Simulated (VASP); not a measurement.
Here is a VASP 6.6.1 calculation.

Contents of POSCAR:

```
BP
1.0
    0.0000000000      2.1554244777      2.1554244777
    2.1554244777      0.0000000000      2.1554244777
    2.1554244777      2.1554244777      0.0000000000
B P
1 1
Direct
    0.0000000000      0.0000000000      0.0000000000
    0.5000000000      0.5000000000      0.5000000000
```

INCAR.step1

```
PREC = Accurate
ENCUT = 550
ISMEAR = -1
SIGMA = 0.02
LREAL = False
LASPH = True
NELM = 120
NBANDS = 11
GGA = PE
ALGO = Normal
EDIFF = 1E-5
LWAVE = True
LCHARG = False
GGA_COMPAT = False
```

INCAR.step2

```
PREC = Accurate
ENCUT = 550
EDIFF = 1E-6
ISMEAR = -1
SIGMA = 0.02
LREAL = False
LASPH = True
NELM = 120
ALGO = Normal
ISIF = 2
LWAVE = False
LCHARG = False
METAGGA = R2SCAN
LMIXTAU = True
NBANDS = 11
ISTART = 1
GGA_COMPAT = False
```

Contents of KPOINTS:

```
Automatic mesh
0
Gamma
  10 10 10
```

Potentials or basis: VASP PAW PBE potentials, release 64 (B, P).

The run is started by

```console
$ cat potpaw_PBE.64/B/POTCAR potpaw_PBE.64/P/POTCAR > POTCAR
$ cp INCAR.step1 INCAR
$ mpirun -np 1 vasp_std > vasp.out
$ cp INCAR.step2 INCAR
$ mpirun -np 1 vasp_std > vasp.out
```

**Question.** What does it give for the band gap on the k mesh?

**Answer.** Zero (band 4 reaches 10.96 eV, above the bottom of band 5 at 6.79 eV).

**Question.** Predict the pressure.

**Answer.** -0.4 GPa.

Caveat: the PAW data sets were made with another functional, which shifts forces and pressure a little.
